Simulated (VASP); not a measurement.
# Y3NbO2 (P-3m1) in VASP: further runs, part 2 of 2

VASP 6.6.1.

## (4) Relaxation of cell and atoms, PBE

This run uses another cell than the first one, of 19.62 Å³/atom.

INCAR

```
PREC = Accurate
ENCUT = 600
EDIFF = 1E-6
ISMEAR = 0
SIGMA = 0.1
LREAL = F
LASPH = T
NELM = 60
ALGO = Normal
ISIF = 3
LWAVE = F
LCHARG = F
GGA = PE
IBRION = 2
NSW = 90
EDIFFG = -0.04
```

KPOINTS

```
regular mesh
0
Gamma
  6 6 4
```

POSCAR

```
Y3NbO2
1.0
    4.6311115800      0.0000000000      0.0000000000
   -2.3155557900      4.0106602800      0.0000000000
    0.0000000000      0.0000000000      6.3387615800
Y Nb O
3 1 2
Direct
    0.3333333300      0.6666666700      0.8376676400
    0.6666666700      0.3333333300      0.1623323600
    0.0000000000      0.0000000000      0.5000000000
    0.0000000000      0.0000000000      0.0000000000
    0.0000000000      0.0000000000      0.7495528500
    0.0000000000      0.0000000000      0.2504471500
```

Potentials or basis: VASP PAW PBE potentials, release 64 (Y_sv, Nb_sv, O).

Run with:

```sh
$ cat potpaw_PBE.64/Y_sv/POTCAR potpaw_PBE.64/Nb_sv/POTCAR potpaw_PBE.64/O/POTCAR > POTCAR
$ mpirun -np 1 vasp_std > vasp.out
```

OUTCAR:

```text
PREC = Accurate
   ENCUT = 600
   EDIFF = 1E-6
   ISMEAR = 0
   LREAL = F
   LASPH = T
   NELM = 60
   ISIF = 3
   GGA = PE
   IBRION = 2
   NSW = 90
   EDIFFG = -0.04

 ion  position               nearest neighbor table
   1  0.333  0.667  0.838-   5 2.73   5 2.73   5 2.73   4 2.86   4 2.86   4 2.86   2 3.37   2 3.37
                             2 3.37   3 3.42   3 3.42   3 3.42
   2  0.667  0.333  0.162-   6 2.73   6 2.73   6 2.73   4 2.86   4 2.86   4 2.86   1 3.37   1 3.37
                             1 3.37   3 3.42   3 3.42   3 3.42
   3  0.000  0.000  0.500-   5 1.58   6 1.58   4 3.17   4 3.17   1 3.42   2 3.42   2 3.42   1 3.42
                             2 3.42   1 3.42
   4  0.000  0.000  0.000-   5 1.59   6 1.59   1 2.86   2 2.86   2 2.86   1 2.86   2 2.86   1 2.86
                             3 3.17   3 3.17
   5  0.000  0.000  0.750-   3 1.58   4 1.59   1 2.73   1 2.73   1 2.73
[... 204 lines left out ...]
  in kB      133.9052918    133.9052920   2333.7895537      0.0000000      0.0000000      0.0000000
  external PRESSURE =     867.2000458 kB  Pullay stress =       0.0000000 kB
[... 1894 lines left out ...]
     33       6.0603      0.00000
     34       6.5970      0.00000

[... ionic steps 4 to 20 ...]

--------------------------------------- Ionic step       21  -------------------------------------------

 number of electron      58.0000017 magnetization

------------------------ aborting loop because EDIFF is reached ----------------------------------------
[... 75 lines left out ...]
--------------------------------------- Ionic step       23  -------------------------------------------

 number of electron      58.0000019 magnetization

 Free energy of the ion-electron system (eV)
  ---------------------------------------------------
  ext. energy  EPLUGINS =         0.00000000
  ---------------------------------------------------
  free energy    TOTEN  =       -48.36899103 eV

  energy without entropy =      -48.33196543  energy(sigma->0) =      -48.35047823

 E-fermi :   5.1126     XC(G=0): -10.3182

 val. band max:        5.1124294253   @ k =   0.1667   0.1667   0.5000
 cond. band min:       5.1193926621   @ k =  -0.1667   0.5000   0.2500
 fundamental gap:      0.0069632368
 Fermi energy:         5.1126203819
[... 919 lines left out ...]
  FREE ENERGIE OF THE ION-ELECTRON SYSTEM (eV)
  ---------------------------------------------------
  free  energy   TOTEN  =       -48.3689910269 eV

  energy  without entropy=      -48.3319654330  energy(sigma->0) =      -48.35047823

 reached required accuracy - stopping structural energy minimisation
```

Run time: 74 min. Hardware: 1 thread of Intel Xeon Platinum 8488C (Sapphire Rapids), shared host; peak memory 0.41 GiB.

Results:

```
Free energy                           : -48.3690 eV
Relaxed volume                        : 20.21 Å³/atom
Relaxed cell                          : a = 3.944 Å, b = 3.944 Å, c = 9.001 Å, α = 90.00°, β = 90.00°, γ = 120.00°
Space group after relaxing (to 0.1 Å) : P-3m1 (No. 164)
Pressure after relaxing               : -0.1 GPa
Largest force after relaxing          : 0.025 eV/Å
Band gap on the k mesh                : zero (bands 29 and 30 overlap by 1.30 eV)
```

Forces in eV/Å, atoms in the order of the input:
```
Y    0.000  0.000  0.025
Y    0.000  0.000 -0.025
Y    0.000  0.000  0.000
Nb   0.000  0.000  0.000
O    0.000  0.000 -0.006
O    0.000  0.000  0.006
```

Stress tensor (GPa, compression positive):
```
-0.08  0.00  0.00
 0.00 -0.08  0.00
 0.00  0.00 -0.26
```

Final structure:
```
Y Nb O
1.0
     3.94390    0.00000    0.00000
    -1.97195    3.41551    0.00000
     0.00000    0.00000    9.00133
Y Nb O
3 1 2
Direct
  0.33333 0.66667 0.77809
  0.66667 0.33333 0.22191
  0.00000 0.00000 0.50000
  0.00000 0.00000 0.00000
  0.00000 0.00000 0.75526
  0.00000 0.00000 0.24474
```

Levels at points of the mesh, in eV from the Fermi level:
```csv
k point,band 25,band 26,band 27,band 28,band 29,band 30,band 31,band 32,band 33,band 34
"(0.00, 0.00, 0.00)",-3.86,-2.49,-0.70,-0.70,0.38,0.70,0.70,1.47,1.47,2.41
"(0.50, 0.00, 0.00)",-2.03,-1.29,-0.52,-0.51,-0.04,0.27,0.35,1.62,1.89,2.00
"(0.00, 0.00, 0.50)",-3.39,-3.16,-0.59,-0.59,0.89,0.89,0.95,0.95,1.36,1.37
"(0.50, 0.00, 0.50)",-1.96,-1.31,-0.26,-0.21,-0.17,0.03,0.20,1.13,1.62,1.75
```

Caveat: a cell axis changed by over 15 % at a fixed basis, so the end point is rough.

## (5) Single point, PBE

INCAR

```
SYSTEM = Y3NbO2
PREC = Accurate
ENCUT = 520
EDIFF = 1E-6
ISMEAR = 0
SIGMA = 0.1
LREAL = .False.
LASPH = .True.
NELM = 100
ALGO = Normal
ISIF = 2
LWAVE = .False.
LCHARG = .False.
GGA = PE
NBANDS = 38
```

KPOINTS

```
Automatic mesh
0
Gamma
  12 12 4
  0 0 0
```

POSCAR

```
Y3NbO2
1.0
    3.9131339569      0.0000000000      0.0000000000
   -1.9565669785      3.3888734151      0.0000000000
    0.0000000000      0.0000000000      9.2352603853
Y Nb O
3 1 2
Direct
    0.3333333333      0.6666666667      0.7788475914
    0.6666666667      0.3333333333      0.2211524086
    0.0000000000      0.0000000000      0.5000000000
    0.0000000000      0.0000000000      0.0000000000
    0.0000000000      0.0000000000      0.7553775159
    0.0000000000      0.0000000000      0.2446224841
```

Run with:

```sh
$ cat potpaw_PBE.64/Y_sv/POTCAR potpaw_PBE.64/Nb_sv/POTCAR potpaw_PBE.64/O/POTCAR > POTCAR
$ mpirun -np 1 vasp_std > vasp.out
```

It took 13 min on 1 thread of Intel Xeon Platinum 8488C (Sapphire Rapids), shared host; peak memory 0.47 GiB.

Results (log left out):

| Item | Value |
| --- | --- |
| Free energy | -48.6074 eV |
| Pressure | -0.1 GPa |
| Band gap on the k mesh | zero (bands 29 and 30 overlap by 1.33 eV) |

Levels at points of the mesh, in eV from the Fermi level:
```csv
k point,band 26,band 27,band 28,band 29,band 30,band 31,band 32,band 33
"(0.00, 0.00, 0.00)",-2.52,-0.55,-0.55,0.34,0.76,0.76,1.48,1.48
"(0.50, 0.00, 0.00)",-1.26,-0.45,-0.43,-0.11,0.21,0.28,1.76,2.02
"(0.00, 0.00, 0.50)",-3.17,-0.46,-0.46,0.91,0.91,1.05,1.05,1.25
"(0.50, 0.00, 0.50)",-1.28,-0.26,-0.22,-0.19,0.08,0.11,1.22,1.76
```

## (6) The runs side by side

| task | cell | k mesh | cutoff (eV) | gap on the mesh (eV) | pressure (GPa) | largest force (eV/Å) |
| --- | --- | --- | --- | --- | --- | --- |
| single point | a = 3.916, b = 3.916, c = 9.213 Å, angles 90.0, 90.0, 120.0°, 6 atoms, atomic positions A | 6 × 6 × 4 | 520 | none | 0.0 | 0.01 |
| single point | a = 4.631, b = 4.631, c = 6.339 Å, angles 90.0, 90.0, 120.0°, 6 atoms, atomic positions B | 6 × 6 × 4 | 520 | none | 86.8 | 7.88 |
| relaxation of cell and atoms | relaxed from a = 4.631, b = 4.631, c = 6.339 Å, angles 90.0, 90.0, 120.0°, 6 atoms, atomic positions B | 6 × 6 × 4 | 600 | none | -0.1 | 0.03 |
| single point | a = 3.913, b = 3.913, c = 9.235 Å, angles 90.0, 90.0, 120.0°, 6 atoms, atomic positions C | 12 × 12 × 4 | 520 | none | -0.1 | - |

Alike in all rows: level PBE; potentials or basis VASP PAW PBE potentials, release 64 (Y_sv, Nb_sv, O); no spin polarisation; smearing gaussian 0.1 eV.

Caveats: the stress differs along the axes, from 13 to 233 GPa (at least some runs); forces of over 1 eV/Å act on the atoms, so gaps and moduli don't describe the material at rest (at least some runs); a cell axis changed by over 15 % at a fixed basis, so the end point is rough (at least some runs).

Total energies depend on the potentials used, so only differences within one code and one set of settings carry meaning.

The gap in the log of VASP goes by the Fermi energy; the results here count the filled bands.